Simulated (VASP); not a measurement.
GaSb3, 4 atoms in the cell. Symmetry: I4mm, No. 107, tetragonal system. The conventional cell has a = 5.159 Å, b = 5.159 Å, c = 7.296 Å, α = 90.00°, β = 90.00°, γ = 90.00°. Ga (site symmetry 4mm) has 14 Sb at 3.08 to 3.80 Å within 4.0 Å. Sb (site symmetry 2mm) has 4 Ga at 3.08 to 3.25 Å and 10 Sb at 3.16 to 3.65 Å within 4.0 Å. Sb (site symmetry 4mm) has 8 Sb at 3.16 Å and 6 Ga at 3.50 to 3.80 Å within 4.2 Å.  This cell differs from its parent crystal: all Sb atoms moved +0.150 Å, as atom 2 along Cartesian [0 1 0].

```yaml
Program: VASP 6.6.1
Task: single point
Functional: PBE
Dispersion: D3(BJ)
Potentials_or_basis: VASP PAW PBE potentials, release 64 (Ga_d, Sb)
Cutoff: 520 eV
k_mesh: 12 × 12 × 12
Occupations: gaussian, width 0.15 eV
Spin: no spin polarisation
Dipole_correction: no
Further_INCAR_settings: ALGO = Normal; EDIFF = 1e-06; NBANDS = 22
```

Potentials or basis: VASP PAW PBE potentials, release 64 (Ga_d, Sb).

Command:

```console
$ cat potpaw_PBE.64/Ga_d/POTCAR potpaw_PBE.64/Sb/POTCAR > POTCAR
$ mpirun -np 1 vasp_std > vasp.out
```

Hardware: 1 thread of Intel(R) Xeon(R) 6975P-C (Granite Rapids), with other jobs on the host.

Problem. Estimate the wall time of this run.

Solution. It took 100 s on 1 thread of Intel(R) Xeon(R) 6975P-C (Granite Rapids), with other jobs on the host, peak memory 0.49 GiB. Counts: scf iterations 11, k points 163.
